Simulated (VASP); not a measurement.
# Al3Ru2 (I4/mmm) in VASP: further runs

Al3Ru2 is run at these levels: PBEsol; tasks: single point.

All numbers are computed with VASP 6.6.1; they aren't measurements. Logs are shortened: lines on timing, memory, paths and dates and some standing lists are left out, and cuts for length are marked.

### 1 The cell of the first run

It takes space group I4/mmm (No. 139, tetragonal). The conventional cell has a = 3.166 Å, b = 3.166 Å, c = 14.679 Å, α = 90.00°, β = 90.00°, γ = 90.00°. Within 3.6 Å of Al (site symmetry 4/mmm) lie 8 Ru at 2.72 Å and 6 Al at 2.82 to 3.17 Å. Within 3.4 Å of Al (site symmetry 4mm) lie 5 Ru at 2.57 to 2.98 Å and 9 Al at 2.82 to 3.17 Å. Ru (site symmetry 4mm) has 9 Al at 2.57 to 2.98 Å and 5 Ru at 3.10 to 3.17 Å within 3.4 Å.

### 2 Single point, PBEsol (equal strain along all axes, cell held: +3.0 %, then relaxed in part)

INCAR

```
ALGO = Fast ; EDIFF = 1E-7
ENCUT = 520 ; GGA = PS
ISIF = 2 ; ISMEAR = 0
LASPH = True ; LCHARG = False
LREAL = False ; LWAVE = False
NBANDS = 48 ; NELM = 60
PREC = Accurate ; SIGMA = 0.1
```

KPOINTS

```
k-points
0
Gamma
  12 12 4
```

POSCAR

```
Al3Ru2
1.0
    3.1655636821      0.0000000000      0.0000000000
    0.0000000000      3.1655636821      0.0000000000
    0.0000000000      0.0000000000     14.6792146240
Al Ru
6 4
Direct
    0.0000000000      0.0000000000      0.0000000000
    0.5000000000      0.5000000000      0.3082128926
    0.0000000000      0.0000000000      0.1917871074
    0.5000000000      0.5000000000      0.5000000000
    0.0000000000      0.0000000000      0.8082128926
    0.5000000000      0.5000000000      0.6917871074
    0.5000000000      0.5000000000      0.1055285151
    0.0000000000      0.0000000000      0.3944714849
    0.0000000000      0.0000000000      0.6055285151
    0.5000000000      0.5000000000      0.8944714849
```

Potentials or basis: VASP PAW PBE potentials, release 64 (Al, Ru_pv).

The run is started by

```sh
cat potpaw_PBE.64/Al/POTCAR potpaw_PBE.64/Ru_pv/POTCAR > POTCAR
mpirun -np 1 vasp_std > vasp.out
```

OUTCAR:

```text
EDIFF = 1E-7
   ENCUT = 520
   GGA = PS
   ISIF = 2
   ISMEAR = 0
   LASPH = True
   LREAL = False
   NELM = 60
   PREC = Accurate

 ion  position               nearest neighbor table
   1  0.000  0.000  0.000-   7 2.72  10 2.72   7 2.72  10 2.72   7 2.72  10 2.72   7 2.72  10 2.72
                             3 2.82   5 2.82
   2  0.500  0.500  0.308-   8 2.57   8 2.57   8 2.57   8 2.57   4 2.82   3 2.82   3 2.82   3 2.82
                             3 2.82   7 2.98
   3  0.000  0.000  0.192-   7 2.57   7 2.57   7 2.57   7 2.57   1 2.82   2 2.82   2 2.82   2 2.82
                             2 2.82   8 2.98
   4  0.500  0.500  0.500-   8 2.72   9 2.72   8 2.72   9 2.72   8 2.72   9 2.72   8 2.72   9 2.72
                             2 2.82   6 2.82
   5  0.000  0.000  0.808-  10 2.57  10 2.57  10 2.57  10 2.57   1 2.82   6 2.82   6 2.82   6 2.82
                             6 2.82   9 2.98
   6  0.500  0.500  0.692-   9 2.57   9 2.57   9 2.57   9 2.57   4 2.82   5 2.82   5 2.82   5 2.82
                             5 2.82  10 2.98
   7  0.500  0.500  0.106-   3 2.57   3 2.57   3 2.57   3 2.57   1 2.72   1 2.72   1 2.72   1 2.72
                             2 2.98  10 3.10
   8  0.000  0.000  0.394-   2 2.57   2 2.57   2 2.57   2 2.57   4 2.72   4 2.72   4 2.72   4 2.72
                             3 2.98   9 3.10
   9  0.000  0.000  0.606-   6 2.57   6 2.57   6 2.57   6 2.57   4 2.72   4 2.72   4 2.72   4 2.72
                             5 2.98   8 3.10
  10  0.500  0.500  0.894-   5 2.57   5 2.57   5 2.57   5 2.57   1 2.72   1 2.72   1 2.72   1 2.72
                             6 2.98   7 3.10

  LATTYP: Found a simple tetragonal cell.
 ALAT       =     3.1655636821
 C/A-ratio  =     4.6371566325

  Lattice vectors:

 A1 = (   3.1655636821,   0.0000000000,   0.0000000000)
 A2 = (   0.0000000000,   3.1655636821,   0.0000000000)
 A3 = (   0.0000000000,   0.0000000000,  14.6792146240)

Analysis of symmetry for initial positions (statically):
=====================================================================
 Subroutine PRICEL returns following result:

  LATTYP: Found a body centered tetragonal cell.
 ALAT       =     3.1655636821
 C/A-ratio  =     4.6371566325

  Lattice vectors:

 A1 = (  -1.5827818410,   1.5827818411,   7.3396073120)
 A2 = (   1.5827818411,  -1.5827818411,   7.3396073120)
 A3 = (   1.5827818410,   1.5827818410,  -7.3396073120)

   2 primitive cells build up your supercell.

 Routine SETGRP: Setting up the symmetry group for a
 simple tetragonal supercell.

 Subroutine GETGRP returns: Found 16 space group operations
 (whereof 16 operations were pure point group operations)
 out of a pool of 16 trial point group operations.

The static configuration has the point symmetry D_4h.

Analysis of symmetry for dynamics (positions and initial velocities):
=====================================================================
 Subroutine PRICEL returns following result:

  LATTYP: Found a body centered tetragonal cell.
 ALAT       =     3.1655636821
 C/A-ratio  =     4.6371566325

  Lattice vectors:

 A1 = (  -1.5827818410,   1.5827818411,   7.3396073120)
 A2 = (   1.5827818411,  -1.5827818411,   7.3396073120)
 A3 = (   1.5827818410,   1.5827818410,  -7.3396073120)

   2 primitive cells build up your supercell.

 Routine SETGRP: Setting up the symmetry group for a
 simple tetragonal supercell.

 Subroutine GETGRP returns: Found 16 space group operations
 (whereof 16 operations were pure point group operations)
 out of a pool of 16 trial point group operations.

The dynamic configuration has the point symmetry D_4h.

 Subroutine INISYM returns: Found 16 space group operations
 (whereof 16 operations are pure point group operations),
 and found     2 'primitive' translations

----------------------------------------------------------------------------------------

                                     Primitive cell

  volume of cell :      73.5487

  direct lattice vectors                    reciprocal lattice vectors
    -1.582781841  1.582781841  7.339607312     0.000000000  0.315899505  0.068123536
     1.582781841 -1.582781841  7.339607312     0.315899505  0.000000000  0.068123536
     1.582781841  1.582781841 -7.339607312     0.315899505  0.315899505 -0.000000000

  length of vectors
     7.673345568  7.673345568  7.673345568     0.323161435  0.323161435  0.446749364

  position of ions in fractional coordinates (direct lattice)
     0.000000000  0.000000000  0.000000000
     0.808212893  0.808212893  1.000000000
     0.191787107  0.191787107  1.000000000
     0.605528515  0.605528515  1.000000000
     0.394471485  0.394471485  1.000000000

  ion indices of the primitive-cell ions
   primitive index   ion index
                 1           1
                 2           5
                 3           3
                 4           9
                 5           8

----------------------------------------------------------------------------------------

 KPOINTS: k-points

Automatic generation of k-mesh.
 Grid dimensions read from file:
 generate k-points for:   12   12    4

 Generating k-lattice:

  Cartesian coordinates                     Fractional coordinates (reciprocal lattice)
     0.026324959  0.000000000  0.000000000     0.083333333  0.000000000  0.000000000
     0.000000000  0.026324959  0.000000000     0.000000000  0.083333333  0.000000000
     0.000000000  0.000000000  0.017030884     0.000000000  0.000000000  0.250000000

  Length of vectors
     0.026324959  0.026324959  0.017030884

  Shift w.r.t. Gamma in fractional coordinates (k-lattice)
     0.000000000  0.000000000  0.000000000

 Subroutine IBZKPT returns following result:
 ===========================================

 Found     84 irreducible k-points:

 Following reciprocal coordinates:
            Coordinates               Weight
  0.000000  0.000000  0.000000      1.000000
  0.083333  0.000000  0.000000      4.000000
  0.166667  0.000000  0.000000      4.000000
  0.250000  0.000000  0.000000      4.000000
  0.333333  0.000000  0.000000      4.000000
  0.416667  0.000000  0.000000      4.000000
[... 16 lines left out ...]
  0.333333  0.333333  0.000000      4.000000
  0.416667  0.333333  0.000000      8.000000
 [... further k-points ...]
   k-points           NKPTS =     84   k-points in BZ     NKDIM =     84   number of bands    NBANDS=     48
   number of dos      NEDOS =    301   number of ions     NIONS =     10
   total plane-waves  NPLWV =  64512
   dimension x,y,z NGX =    24 NGY =   24 NGZ =  112
   dimension x,y,z NGXF=    48 NGYF=   48 NGZF=  224
   ions per type =               6   4
   NGX,Y,Z   is equivalent  to a cutoff of  12.60, 12.60, 12.68 a.u.
   NGXF,Y,Z  is equivalent  to a cutoff of  25.21, 25.21, 25.37 a.u.
 SYSTEM =  unknown system
   PREC   = accura    normal or accurate (medium, high low for compatibility)
   ISTART =      0    job   : 0-new  1-cont  2-samecut
   ICHARG =      2    charge: 1-file 2-atom 10-const
   ISPIN  =      1    spin polarized calculation?
   LNONCOLLINEAR =      F non collinear calculations
   LSORBIT =      F    spin-orbit coupling
   LASPH  =      T    aspherical Exc in radial PAW
   ENCUT  =  520.0 eV  38.22 Ry    6.18 a.u.   5.89  5.89 27.29*2*pi/ulx,y,z
   NELM   =     60;   NELMIN=  2; NELMDL= -5     # of ELM steps
   EDIFF  = 0.1E-06   stopping-criterion for ELM
   LREAL  =      F    real-space projection
   EDIFFG = 0.1E-05   stopping-criterion for IOM
   NSW    =      0    number of steps for IOM
   IBRION =     -1    ionic relax: 0-MD 1-quasi-New 2-CG
   NFREE  =      0    steps in history (QN), initial steepest desc. (CG)
   ISIF   =      2    stress and relaxation
   ISYM   =      2    0-nonsym 1-usesym 2-fastsym
   POTIM  = 0.5000    time-step for ionic-motion
   TEBEG  =    0.0;   TEEND  =   0.0 temperature during run
   PSTRESS=    0.0 pullay stress
   NELECT =      74.0000    total number of electrons
   NUPDOWN=      -1.0000    fix difference up-down
   EMIN   =  10.00;   EMAX   =-10.00  energy-range for DOS
   EFERMI =   0.00;   METHOD = LEGACY
   ISMEAR =     0;   SIGMA  =   0.10  broadening in eV -4-tet -1-fermi 0-gaus
   EFERMI_NEDOS =   21; number of points for ismear=-14 and -15
   IALGO  =     68    algorithm
   IMIX   =      4    mixing-type and parameters
     AMIX     =   0.40;   BMIX     =  1.00
     AMIX_MAG =   1.60;   BMIX_MAG =  1.00
  volume/ion in A,a.u.               =      14.71        99.27
  Fermi-wavevector in a.u.,A,eV,Ry     =   1.302018  2.460458 23.065300  1.695252
  Thomas-Fermi vector in A             =   2.433114
   LORBIT       =      0    0 simple, 1 ext, 2 COOP (PROOUT), +10 PAW based schemes
   GGA     = PS    functional components
   LHFCALC =     F    Hartree Fock is set to
   AEXX    =    0.0000 exact exchange contribution
   IVDW    =     0    specifies the selected vdW correction
   LEPSILON=     F    determine dielectric tensor
   LRPA    =     F    only Hartree local field effects (RPA)
 non-spin polarized calculation
 RMM-DIIS sequential band-by-band and
 Gauss-broadening in eV      SIGMA  =   0.10
  energy-cutoff  :      520.00
  volume of cell :      147.10
 maximum number of plane-waves:      4012
 NGX is ok and might be reduce to    24
   NGX = 11   NGY = 11   NGZ = 55

 number of electron      73.9999994 magnetization

 Free energy of the ion-electron system (eV)
  ---------------------------------------------------
  ext. energy  EPLUGINS =         0.00000000
  ---------------------------------------------------
  free energy    TOTEN  =       -71.37623607 eV

  energy without entropy =      -71.35756404  energy(sigma->0) =      -71.36690005

 E-fermi :   9.3129     XC(G=0): -11.8862

 val. band max:        9.2960187233   @ k =   0.4167   0.3333   0.0000
 cond. band min:       9.3150097405   @ k =   0.4167   0.4167   0.0000
 fundamental gap:      0.0189910172
 Fermi energy:         9.3128534498

 k-point     1 :       0.0000    0.0000    0.0000
  band No.  band energies     occupation
      1     -32.5314      2.00000
      2     -32.5304      2.00000
      3     -32.5271      2.00000
      4     -32.5271      2.00000
      5     -32.5270      2.00000
      6     -32.5270      2.00000
[... 40 lines left out ...]
     47      14.8341      0.00000
     48      15.1903      0.00000

 k-point     2 :       0.0833    0.0000    0.0000
  band No.  band energies     occupation
      1     -32.5347      2.00000
      2     -32.5347      2.00000
      3     -32.5306      2.00000
      4     -32.5296      2.00000
      5     -32.5287      2.00000
      6     -32.5286      2.00000
[... 40 lines left out ...]
     47      15.0808      0.00000
     48      15.1530      0.00000

 k-point     3 :       0.1667    0.0000    0.0000
  band No.  band energies     occupation
      1     -32.5557      2.00000
      2     -32.5557      2.00000
      3     -32.5492      2.00000
      4     -32.5492      2.00000
      5     -32.5282      2.00000
      6     -32.5273      2.00000
[... 40 lines left out ...]
     47      14.9484      0.00000
     48      15.0809      0.00000

 k-point     4 :       0.2500    0.0000    0.0000
  band No.  band energies     occupation
      1     -32.5842      2.00000
      2     -32.5842      2.00000
      3     -32.5772      2.00000
      4     -32.5772      2.00000
      5     -32.5250      2.00000
      6     -32.5243      2.00000
[... 958 lines left out ...]
     47      13.6619      0.00000
     48      13.7022      0.00000

 k-point    23 :       0.3333    0.3333    0.0000
  band No.  band energies     occupation
      1     -32.6040      2.00000
      2     -32.6039      2.00000
      3     -32.6025      2.00000
      4     -32.6024      2.00000
      5     -32.5968      2.00000
      6     -32.5967      2.00000
[... 40 lines left out ...]
     47      13.4408      0.00000
     48      13.8953      0.00000

 k-point    24 :       0.4167    0.3333    0.0000
  band No.  band energies     occupation
      1     -32.6234      2.00000
      2     -32.6234      2.00000
      3     -32.6161      2.00000
      4     -32.6161      2.00000
      5     -32.6009      2.00000
      6     -32.6009      2.00000
[... 40 lines left out ...]
     47      12.9523      0.00000
     48      13.4173      0.00000

 [... further k-points ...]

------------------------ aborting loop because EDIFF is reached ----------------------------------------

  FORCE on cell =-STRESS in cart. coord.  units (eV):
  Direction    XX          YY          ZZ          XY          YZ          ZX
  --------------------------------------------------------------------------------------
  -------------------------------------------------------------------------------------
  Total      -13.2422810    -13.2422810    -11.5015972      0.0000000      0.0000000     -0.0000000
  in kB     -144.2342670   -144.2342670   -125.2748257      0.0000000      0.0000000     -0.0000000
  external PRESSURE =    -137.9144533 kB  Pullay stress =       0.0000000 kB

 VOLUME and BASIS-vectors are now :
 -----------------------------------------------------------------------------
  energy-cutoff  :      520.00
  volume of cell :      147.10
      direct lattice vectors                 reciprocal lattice vectors
     3.165563682  0.000000000  0.000000000     0.315899505  0.000000000  0.000000000
     0.000000000  3.165563682  0.000000000     0.000000000  0.315899505  0.000000000
     0.000000000  0.000000000 14.679214624     0.000000000  0.000000000  0.068123536

 POSITION                                       TOTAL-FORCE (eV/Angst)
 -----------------------------------------------------------------------------------
      0.00000      0.00000      0.00000         0.000000     -0.000000     -0.000000
      1.58278      1.58278      4.52432        -0.000000     -0.000000     -0.001350
      0.00000      0.00000      2.81528         0.000000     -0.000000      0.001350
      1.58278      1.58278      7.33961         0.000000     -0.000000     -0.000000
      0.00000      0.00000     11.86393         0.000000     -0.000000     -0.001350
      1.58278      1.58278     10.15489        -0.000000     -0.000000      0.001350
      1.58278      1.58278      1.54908         0.000000     -0.000000     -0.007032
      0.00000      0.00000      5.79053        -0.000000      0.000000      0.007032
      0.00000      0.00000      8.88868         0.000000      0.000000     -0.007032
      1.58278      1.58278     13.13014        -0.000000     -0.000000      0.007032
 -----------------------------------------------------------------------------------
    total drift:                                0.000000     -0.000000      0.000000

  FREE ENERGIE OF THE ION-ELECTRON SYSTEM (eV)
  ---------------------------------------------------
  free  energy   TOTEN  =       -71.3762360657 eV

  energy  without entropy=      -71.3575640393  energy(sigma->0) =      -71.36690005
```

Wall time 9 min (1 thread of Oxide Virtual Turin-like, shared host); peak memory 0.51 GiB.

Results:

```yaml
Free_energy: -71.3762 eV
Pressure: -13.8 GPa
Largest_force: 0.007 eV/Å
Band_gap_on_the_k_mesh: zero (band 37 reaches 10.43 eV, above the bottom of band 38 at 8.72 eV)
```

Forces in eV/Å, atoms in the order of the input:
```
Al   0.000  0.000  0.000
Al   0.000  0.000 -0.001
Al   0.000  0.000  0.001
Al   0.000  0.000  0.000
Al   0.000  0.000 -0.001
Al   0.000  0.000  0.001
Ru   0.000  0.000 -0.007
Ru   0.000  0.000  0.007
Ru   0.000  0.000 -0.007
Ru   0.000  0.000  0.007
```

Stress tensor (GPa, compression positive):
```
-14.42   0.00   0.00
  0.00 -14.42   0.00
  0.00   0.00 -12.53
```

Caveat: the cell differs from its parent crystal (equal strain along all axes, cell held: +3.0 %, then relaxed in part); the PAW data sets were made with another functional, which shifts forces and pressure a little.

(Part 1 of 2 ends here.)
